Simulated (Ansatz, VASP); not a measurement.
## Two plane-wave programs on AlNi3

```
Al Ni
1.0
     0.00000    2.81042    2.81042
     2.81042    0.00000    2.81042
     2.81042    2.81042    0.00000
Al Ni
1 3
Direct
  0.50000 0.50000 0.50000
  0.25000 0.25000 0.25000
  0.00000 0.00000 0.00000
  0.75000 0.75000 0.75000
```

Alike in both runs: task single point; functional PBE; k mesh 14 × 14 × 14; occupations gaussian, width 0.15 eV; no spin polarisation.

|  | VASP | Ansatz |
| --- | --- | --- |
| version | VASP 6.6.1 | Ansatz 0.2.0 |
| potentials or method | VASP PAW PBE potentials, release 64 (Al, Ni), cutoff 520 eV | scalar-relativistic, plane waves, PAW |
| valence electrons in the cell | 33 | 57 |

```tsv
	VASP	Ansatz	Ansatz less VASP
gap on the k mesh at the Fermi level (eV)	none	none	-
pressure (GPa)	5.2	5.2	+0.02
```

A gap of «none» marks a metal or a gap that the smearing closes. The functional is the same, so the differences come from potentials, cutoffs and numerics. VASP's potentials hold 33 valence electrons a cell and Ansatz's 57, so a difference there can come from the potentials and not from the codes.
